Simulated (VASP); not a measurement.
# HfB2 (P6/mmm) in VASP: notebook, part 2 of 2

VASP 6.6.1. The steps go on from the part before.

## 4. Relaxation of cell and atoms, revPBE+D3(BJ)

File INCAR:

```
PREC     = Accurate       # precision mode
ENCUT    = 600            # plane-wave cutoff, eV
EDIFF    = 1E-7           # SCF threshold, eV
ISMEAR   = -1             # smearing method
SIGMA    = 0.05           # smearing width, eV
LREAL    = F              # projectors in reciprocal space
LASPH    = T              # aspherical terms in the spheres
NELM     = 80             # most SCF steps
ALGO     = Normal         # electronic algorithm
ISIF     = 3              # what is computed and relaxed
LWAVE    = F              # write WAVECAR
LCHARG   = F              # write CHGCAR
GGA      = RE             # functional
IVDW     = 12             # dispersion correction
IBRION   = 2              # ionic algorithm
NSW      = 60             # ionic steps
EDIFFG   = -0.01          # ionic threshold
```

File KPOINTS:

```
regular mesh
0
Gamma
  10 10 8
```

File POSCAR:

```
HfB2
1.0
    3.1400000000      0.0000000000      0.0000000000
   -1.5700000000      2.7193197679      0.0000000000
    0.0000000000      0.0000000000      3.4800000000
Hf B
1 2
Direct
    0.0000000000      0.0000000000      0.0000000000
    0.6666666667      0.3333333333      0.5000000000
    0.3333333333      0.6666666667      0.5000000000
```

The run is started by

```console
$ cat potpaw_PBE.64/Hf_pv/POTCAR potpaw_PBE.64/B/POTCAR > POTCAR
$ mpirun -np 1 vasp_std > vasp.out
```

Run time: 54 s. Hardware: 1 thread of Intel Xeon Platinum 8488C (Sapphire Rapids), shared host; peak memory 0.2 GiB.

The run converged. Its results:

| Property | Result |
| --- | --- |
| Free energy | -27.5795 eV |
| Relaxed volume | 9.63 Å³/atom |
| Relaxed cell | a = 3.110 Å, b = 3.110 Å, c = 3.448 Å, α = 90.00°, β = 90.00°, γ = 120.00° |
| Space group after relaxing (to 0.05 Å) | P6/mmm (No. 191) |
| Energy gained by relaxing | 6.5 meV/atom |
| Ionic steps | 5 |
| Pressure after relaxing | -0.1 GPa |
| Band gap on the k mesh | zero (band 8 reaches 8.59 eV, above the bottom of band 9 at 7.73 eV) |
| Dispersion energy per atom | -0.698 eV |

Step by step:
```
step  energy change (eV)  largest force (eV/Å)  pressure (GPa)  volume (Å³)
   1              0.0000                0.0000           -7.27        29.71
   2              0.0146                0.0000           10.69        27.82
   3             -0.0196                0.0000           -0.06        28.88
   4             -0.0196                0.0000            0.09        28.87
   5             -0.0196                0.0000           -0.11        28.89
```

Final structure:
```
Hf B
1.0
     3.10999    0.00000    0.00000
    -1.55500    2.69333    0.00000
     0.00000    0.00000    3.44847
Hf B
1 2
Direct
  0.00000 0.00000 0.00000
  0.66667 0.33333 0.50000
  0.33333 0.66667 0.50000
```

Levels at points of the mesh, in eV from the Fermi level:
```csv
k point,band 6,band 7,band 8,band 9,band 10,band 11
"(0.00, 0.00, 0.00)",-2.84,-2.84,-2.68,4.29,4.29,4.94
"(0.50, 0.00, 0.00)",-4.13,-3.36,-2.84,2.28,2.93,5.91
"(0.00, 0.00, 0.50)",-1.09,-1.09,0.44,0.44,1.14,1.14
"(0.50, 0.00, 0.50)",-4.96,-4.71,-2.53,4.24,4.45,6.61
```

Caveat: the PAW data sets were made with another functional, which shifts forces and pressure a little; spin-orbit coupling is left out, which moves the levels of the heavy elements; pairwise dispersion overbinds metals, which lowers pressure and volume.

## 5. Relaxation of cell and atoms, revPBE+D4

File INCAR:

```
  PREC = Accurate
  ENCUT = 600
  EDIFF = 1E-6
  ISMEAR = -1
  SIGMA = 0.05
  LREAL = False
  LASPH = True
  NELM = 100
  ALGO = Normal
  ISIF = 3
  LWAVE = False
  LCHARG = False
  GGA = RE
  IVDW = 13
  IBRION = 2
  NSW = 60
  EDIFFG = -0.01
```

File KPOINTS:

```
Automatic mesh
0
Gamma
  10 10 8
```

POSCAR is that of step 4.

Potentials or basis: VASP PAW PBE potentials, release 64 (Hf_pv, B).

The run is started by

```console
$ cat potpaw_PBE.64/Hf_pv/POTCAR potpaw_PBE.64/B/POTCAR > POTCAR
$ mpirun -np 1 vasp_std > vasp.out
```

OUTCAR:

```text
PREC = Accurate
   ENCUT = 600
   EDIFF = 1E-6
   ISMEAR = -1
   LREAL = False
   LASPH = True
   NELM = 100
   ISIF = 3
   GGA = RE
   IVDW = 13
   IBRION = 2
   NSW = 60
   EDIFFG = -0.01

 ion  position               nearest neighbor table
   1  0.000  0.000  0.000-   2 2.51   3 2.51   2 2.51   3 2.51   2 2.51   2 2.51   3 2.51   3 2.51
                             2 2.51   2 2.51   3 2.51   3 2.51
   2  0.667  0.333  0.500-   3 1.81   3 1.81   3 1.81   1 2.51   1 2.51   1 2.51   1 2.51   1 2.51
                             1 2.51
   3  0.333  0.667  0.500-   2 1.81   2 1.81   2 1.81   1 2.51   1 2.51   1 2.51   1 2.51   1 2.51
                             1 2.51

  LATTYP: Found a hexagonal cell.
 ALAT       =     3.1400000000
 C/A-ratio  =     1.1082802548

  Lattice vectors:

 A1 = (   3.1400000000,   0.0000000000,   0.0000000000)
 A2 = (  -1.5700000000,   2.7193197679,   0.0000000000)
 A3 = (   0.0000000000,   0.0000000000,   3.4800000000)

Analysis of symmetry for initial positions (statically):
=====================================================================
 Subroutine PRICEL returns:
 Original cell was already a primitive cell.

 Routine SETGRP: Setting up the symmetry group for a
 hexagonal supercell.

 Subroutine GETGRP returns: Found 24 space group operations
 (whereof 24 operations were pure point group operations)
 out of a pool of 24 trial point group operations.

The static configuration has the point symmetry D_6h.

Analysis of symmetry for dynamics (positions and initial velocities):
=====================================================================
 Subroutine PRICEL returns:
 Original cell was already a primitive cell.

 Routine SETGRP: Setting up the symmetry group for a
 hexagonal supercell.

 Subroutine GETGRP returns: Found 24 space group operations
 (whereof 24 operations were pure point group operations)
 out of a pool of 24 trial point group operations.

The dynamic configuration has the point symmetry D_6h.

 Subroutine INISYM returns: Found 24 space group operations
 (whereof 24 operations are pure point group operations),
 and found     1 'primitive' translations

----------------------------------------------------------------------------------------

                                     Primitive cell

  volume of cell :      29.7146

  direct lattice vectors                    reciprocal lattice vectors
     3.140000000  0.000000000  0.000000000     0.318471338  0.183869512  0.000000000
    -1.570000000  2.719319768  0.000000000     0.000000000  0.367739025  0.000000000
     0.000000000  0.000000000  3.480000000     0.000000000  0.000000000  0.287356322

  length of vectors
     3.140000000  3.140000000  3.480000000     0.367739025  0.367739025  0.287356322

  position of ions in fractional coordinates (direct lattice)
     0.000000000  0.000000000  0.000000000
     0.666666667  0.333333333  0.500000000
     0.333333333  0.666666667  0.500000000

  ion indices of the primitive-cell ions
   primitive index   ion index
                 1           1
                 2           2
                 3           3

----------------------------------------------------------------------------------------

 KPOINTS: Automatic mesh

Automatic generation of k-mesh.
 Grid dimensions read from file:
 generate k-points for:   10   10    8

 Generating k-lattice:

  Cartesian coordinates                     Fractional coordinates (reciprocal lattice)
     0.031847134  0.018386951  0.000000000     0.100000000  0.000000000  0.000000000
     0.000000000  0.036773902  0.000000000     0.000000000  0.100000000  0.000000000
     0.000000000  0.000000000  0.035919540     0.000000000  0.000000000  0.125000000

  Length of vectors
     0.036773902  0.036773902  0.035919540

  Shift w.r.t. Gamma in fractional coordinates (k-lattice)
     0.000000000  0.000000000  0.000000000

 Subroutine IBZKPT returns following result:
 ===========================================

 Found     70 irreducible k-points:

 Following reciprocal coordinates:
            Coordinates               Weight
  0.000000  0.000000  0.000000      1.000000
  0.100000  0.000000  0.000000      6.000000
  0.200000  0.000000  0.000000      6.000000
  0.300000  0.000000  0.000000      6.000000
  0.400000  0.000000  0.000000      6.000000
  0.500000  0.000000  0.000000      3.000000
[... 16 lines left out ...]
  0.300000  0.100000  0.125000     24.000000
  0.400000  0.100000  0.125000     24.000000
 [... further k-points ...]
   k-points           NKPTS =     70   k-points in BZ     NKDIM =     70   number of bands    NBANDS=     12
   number of dos      NEDOS =    301   number of ions     NIONS =      3
   total plane-waves  NPLWV =  21952
   dimension x,y,z NGX =    28 NGY =   28 NGZ =   28
   dimension x,y,z NGXF=    56 NGYF=   56 NGZF=   56
   ions per type =               1   2
   NGX,Y,Z   is equivalent  to a cutoff of  14.82, 14.82, 13.38 a.u.
   NGXF,Y,Z  is equivalent  to a cutoff of  29.65, 29.65, 26.75 a.u.
 SYSTEM =  unknown system
   PREC   = accura    normal or accurate (medium, high low for compatibility)
   ISTART =      0    job   : 0-new  1-cont  2-samecut
   ICHARG =      2    charge: 1-file 2-atom 10-const
   ISPIN  =      1    spin polarized calculation?
   LNONCOLLINEAR =      F non collinear calculations
   LSORBIT =      F    spin-orbit coupling
   LASPH  =      T    aspherical Exc in radial PAW
   ENCUT  =  600.0 eV  44.10 Ry    6.64 a.u.   6.27  6.27  6.95*2*pi/ulx,y,z
   NELM   =    100;   NELMIN=  2; NELMDL= -5     # of ELM steps
   EDIFF  = 0.1E-05   stopping-criterion for ELM
   LREAL  =      F    real-space projection
   EDIFFG = -.1E-01   stopping-criterion for IOM
   NSW    =     60    number of steps for IOM
   IBRION =      2    ionic relax: 0-MD 1-quasi-New 2-CG
   NFREE  =      1    steps in history (QN), initial steepest desc. (CG)
   ISIF   =      3    stress and relaxation
   ISYM   =      2    0-nonsym 1-usesym 2-fastsym
   POTIM  = 0.5000    time-step for ionic-motion
   TEBEG  =    0.0;   TEEND  =   0.0 temperature during run
   PSTRESS=    0.0 pullay stress
   NELECT =      16.0000    total number of electrons
   NUPDOWN=      -1.0000    fix difference up-down
   EMIN   =  10.00;   EMAX   =-10.00  energy-range for DOS
   EFERMI =   0.00;   METHOD = LEGACY
   ISMEAR =    -1;   SIGMA  =   0.05  broadening in eV -4-tet -1-fermi 0-gaus
   EFERMI_NEDOS =   21; number of points for ismear=-14 and -15
   IALGO  =     38    algorithm
   IMIX   =      4    mixing-type and parameters
     AMIX     =   0.40;   BMIX     =  1.00
     AMIX_MAG =   1.60;   BMIX_MAG =  1.00
  volume/ion in A,a.u.               =       9.90        66.84
  Fermi-wavevector in a.u.,A,eV,Ry     =   1.331860  2.516850 24.134693  1.773850
  Thomas-Fermi vector in A             =   2.460838
   LORBIT       =      0    0 simple, 1 ext, 2 COOP (PROOUT), +10 PAW based schemes
   GGA     = RE    functional components
   LHFCALC =     F    Hartree Fock is set to
   AEXX    =    0.0000 exact exchange contribution
   IVDW    =    13    specifies the selected vdW correction
   LEPSILON=     F    determine dielectric tensor
   LRPA    =     F    only Hartree local field effects (RPA)
 conjugate gradient relaxation of ions
 non-spin polarized calculation
  energy-cutoff  :      600.00
  volume of cell :       29.71
 maximum number of plane-waves:      1010
 NGX is ok and might be reduce to    28
   NGX = 13   NGY = 13   NGZ = 13

--------------------------------------- Ionic step        1  -------------------------------------------

 number of electron      15.9999999 magnetization

 Free energy of the ion-electron system (eV)
  ---------------------------------------------------
  ext. energy  EPLUGINS =         0.00000000
  ---------------------------------------------------
  free energy    TOTEN  =       -25.52532218 eV

  energy without entropy =      -25.52272924  energy(sigma->0) =      -25.52402571

------------------------ aborting loop because EDIFF is reached ----------------------------------------

  DFT-D4 for vdW energy calculation

  Edisp (eV):   -1.65756
[... 196 lines left out ...]
--------------------------------------- Ionic step        6  -------------------------------------------

 number of electron      16.0000002 magnetization

 Free energy of the ion-electron system (eV)
  ---------------------------------------------------
  ext. energy  EPLUGINS =         0.00000000
  ---------------------------------------------------
  free energy    TOTEN  =       -25.47997404 eV

  energy without entropy =      -25.47725985  energy(sigma->0) =      -25.47861694

 E-fermi :   7.8845     XC(G=0): -12.7126

 val. band max:        7.8150091137   @ k =   0.2000   0.2000   0.1250
 cond. band min:       8.0993695937   @ k =   0.1000   0.1000   0.2500
 fundamental gap:      0.2843604799
 Fermi energy:         7.8844650208

 k-point     1 :       0.0000    0.0000    0.0000
  band No.  band energies     occupation
      1     -22.5501      2.00000
      2     -22.0453      2.00000
      3     -22.0453      2.00000
      4      -5.9722      2.00000
      5       4.9545      2.00000
      6       4.9580      2.00000
      7       4.9580      2.00000
      8       5.2901      2.00000
      9      12.1711      0.00000
     10      12.1711      0.00000
     11      12.9196      0.00000
     12      12.9196      0.00000
[... 331 lines left out ...]
 k-point    24 :       0.4000    0.1000    0.1250
  band No.  band energies     occupation
      1     -22.8159      2.00000
      2     -22.4469      2.00000
      3     -22.2761      2.00000
      4      -2.1115      2.00000
      5      -0.7324      2.00000
      6       3.2427      2.00000
      7       4.2004      2.00000
      8       5.7066      2.00000
      9       9.2006      0.00000
     10      12.2950      0.00000
     11      12.3440      0.00000
     12      14.4372      0.00000

 [... further k-points ...]

------------------------ aborting loop because EDIFF is reached ----------------------------------------

  DFT-D4 for vdW energy calculation

  Edisp (eV):   -1.72347
[... 26 lines left out ...]
  FREE ENERGIE OF THE ION-ELECTRON SYSTEM (eV)
  ---------------------------------------------------
  free  energy   TOTEN  =       -27.2034424486 eV

  energy  without entropy=      -27.2007282598  energy(sigma->0) =      -27.20208535

 reached required accuracy - stopping structural energy minimisation
```

Wall time 57 s (1 thread of Intel Xeon Platinum 8488C (Sapphire Rapids), shared host); peak memory 0.19 GiB.

Results:

```yaml
Free_energy: -27.2034 eV
Relaxed_volume: 9.62 Å³/atom
Relaxed_cell: a = 3.119 Å, b = 3.119 Å, c = 3.423 Å, α = 90.00°, β = 90.00°, γ = 120.00°
Space_group_after_relaxing_to_0.05_Å: P6/mmm (No. 191)
Energy_gained_by_relaxing: 6.9 meV/atom
Ionic_steps: 6
Pressure_after_relaxing: 0.2 GPa
Band_gap_on_the_k_mesh: zero (band 8 reaches 8.50 eV, above the bottom of band 9 at 7.74 eV)
Dispersion_energy_per_atom: -0.574 eV
```

The path:
```tsv
step	energy change (eV)	largest force (eV/Å)	pressure (GPa)	volume (Å³)
1	0.0000	0.0000	-6.98	29.71
2	0.0082	0.0000	9.72	27.90
3	-0.0197	0.0000	0.14	28.87
4	-0.0197	0.0000	0.32	28.85
5	-0.0206	0.0000	0.14	28.85
6	-0.0206	0.0000	0.15	28.85
```

Final structure:
```xyz
3
Lattice="3.1195 0.0000 0.0000 -1.5597 2.7015 0.0000 0.0000 0.0000 3.4235" Properties=species:S:1:pos:R:3 pbc="T T T"
Hf    0.0000    0.0000    0.0000
B     1.5597    0.9005    1.7117
B     0.0000    1.8010    1.7117
```

Caveat: the PAW data sets were made with another functional, which shifts forces and pressure a little; spin-orbit coupling is left out, which moves the levels of the heavy elements; pairwise dispersion overbinds metals, which lowers pressure and volume.

## 6. Single point, BLYP+D3(BJ)

This run uses another cell than the first one, of 9.68 Å³/atom, 0.977 times its volume.

File INCAR:

```
PREC = Accurate
ENCUT = 520
EDIFF = 1E-6
ISMEAR = -1
SIGMA = 0.05
LREAL = False
LASPH = True
NELM = 80
ALGO = Normal
ISIF = 2
LWAVE = False
LCHARG = False
GGA = B5
ALDAX = 1.0
AGGAX = 1.0
AGGAC = 1.0
ALDAC = 0.0
IVDW = 12
VDW_S6 = 1.0
VDW_S8 = 2.6996
VDW_A1 = 0.4298
VDW_A2 = 4.2359
NBANDS = 15
```

File KPOINTS:

```
regular mesh
0
Gamma
  10 10 8
```

File POSCAR:

```
HfB2
1.0
    3.1012629861      0.0000000000      0.0000000000
   -1.5506314931      2.6857725298      0.0000000000
    0.0000000000      0.0000000000      3.4862159827
Hf B
1 2
Direct
    0.0000000000      0.0000000000      0.0000000000
    0.6666666667      0.3333333333      0.5000000000
    0.3333333333      0.6666666667      0.5000000000
```

Potentials or basis: VASP PAW PBE potentials, release 64 (Hf_pv, B).

The run is started by

```console
$ cat potpaw_PBE.64/Hf_pv/POTCAR potpaw_PBE.64/B/POTCAR > POTCAR
$ mpirun -np 1 vasp_std > vasp.out
```

Wall time 39 s (1 thread of Intel Xeon Platinum 8375C at 2.90GHz (Ice Lake), shared host); peak memory 0.17 GiB.

The run converged. Its results:

```
Free energy                : -25.8859 eV
Pressure                   : 0.3 GPa
Band gap on the k mesh     : zero (band 8 reaches 9.12 eV, above the bottom of band 9 at 8.11 eV)
Dispersion energy per atom : -0.856 eV
```

Stress tensor (GPa, compression positive):
```
0.11 0.00 0.00
0.00 0.11 0.00
0.00 0.00 0.59
```

Levels at points of the mesh, in eV from the Fermi level:
```tsv
k point	band 6	band 7	band 8	band 9	band 10	band 11
(0.00, 0.00, 0.00)	-2.79	-2.79	-2.75	4.14	4.14	4.58
(0.50, 0.00, 0.00)	-4.19	-3.35	-2.73	2.21	2.82	5.71
(0.00, 0.00, 0.50)	-1.13	-1.13	0.59	0.59	1.07	1.07
(0.50, 0.00, 0.50)	-4.89	-4.61	-2.38	4.11	4.47	6.40
```

Caveat: the PAW data sets were made with another functional, which shifts forces and pressure a little; spin-orbit coupling is left out, which moves the levels of the heavy elements; pairwise dispersion overbinds metals, which lowers pressure and volume.

## 7. Overview

| task | level | cell | cutoff (eV) | gap on the mesh (eV) | pressure (GPa) | relaxed volume (Å³/atom) |
| --- | --- | --- | --- | --- | --- | --- |
| relaxation of cell and atoms | RPBE+D3(BJ) | relaxed from a = 3.140, b = 3.140, c = 3.480 Å, angles 90.0, 90.0, 120.0°, 3 atoms | 600 | none | 0.0 | 8.87 |
| relaxation of cell and atoms | RPBE+D4 | relaxed from a = 3.140, b = 3.140, c = 3.480 Å, angles 90.0, 90.0, 120.0°, 3 atoms | 600 | none | 0.1 | 9.62 |
| relaxation of cell and atoms | revPBE+D3(BJ) | relaxed from a = 3.140, b = 3.140, c = 3.480 Å, angles 90.0, 90.0, 120.0°, 3 atoms | 600 | none | -0.1 | 9.63 |
| relaxation of cell and atoms | revPBE+D4 | relaxed from a = 3.140, b = 3.140, c = 3.480 Å, angles 90.0, 90.0, 120.0°, 3 atoms | 600 | none | 0.2 | 9.62 |
| single point | BLYP+D3(BJ) | a = 3.101, b = 3.101, c = 3.486 Å, angles 90.0, 90.0, 120.0°, 3 atoms | 520 | none | 0.3 | - |

Alike in all rows: potentials or basis VASP PAW PBE potentials, release 64 (Hf_pv, B); no spin polarisation; k mesh 10 × 10 × 8; smearing fermi-dirac 0.05 eV.

Caveats: the PAW data sets were made with another functional, which shifts forces and pressure a little; spin-orbit coupling is left out, which moves the levels of the heavy elements; pairwise dispersion overbinds metals, which lowers pressure and volume; the volume moved by -10 % from the deposited cell, more than functionals usually miss (some runs).

Total energies depend on the potentials used, so only differences within one code and one set of settings carry meaning.
